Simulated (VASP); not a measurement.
Set up this calculation in VASP 6.6.1, as the native input.

```yaml
Task: single point
Functional: PBE
Potentials_or_basis: VASP PAW PBE potentials, release 64 (Rh_pv)
Cutoff: 520 eV
k_mesh: 18 × 18 × 18
Occupations: gaussian, width 0.1 eV
Spin: no spin polarisation
Dipole_correction: no
Further_INCAR_settings: ALGO = Fast; EDIFF = 1e-06; NBANDS = 14
```

The structure of Rh lies in POSCAR:

```
Rh
1.0
   -0.0167200585      1.8291857870      1.8102262655
    1.8652639155     -0.0053519370      1.7988581440
    1.8736334340      1.8261871840     -0.0137214555
Rh
1
Direct
    0.0000000000      0.0000000000      0.0000000000
```

This cell differs from its parent crystal: the cell strained at random.

These files were run (other wordings do the same):

INCAR

```
ALGO = Fast ; EDIFF = 1E-6
ENCUT = 520 ; GGA = PE
ISIF = 2 ; ISMEAR = 0
LASPH = True ; LCHARG = False
LREAL = False ; LWAVE = False
NBANDS = 14 ; NELM = 60
PREC = Accurate ; SIGMA = 0.1
```

KPOINTS

```
k-points
0
Gamma
  18 18 18
```

Potentials or basis: VASP PAW PBE potentials, release 64 (Rh_pv).

The run is started by

```bash
$ cat potpaw_PBE.64/Rh_pv/POTCAR > POTCAR
$ mpirun -np 1 vasp_std > vasp.out
```

Results of the run:

The pressure is 42.5 GPa. The band gap on the k mesh is zero (an odd number of electrons rules out a gap without spin polarisation).

Caveat: the cell differs from its parent crystal (the cell strained at random); the cell stands under pressure.

Wall time 5.1 min on 1 thread of Intel(R) Xeon(R) Platinum 8488C (Sapphire Rapids), with other jobs on the host, peak memory 0.54 GiB.
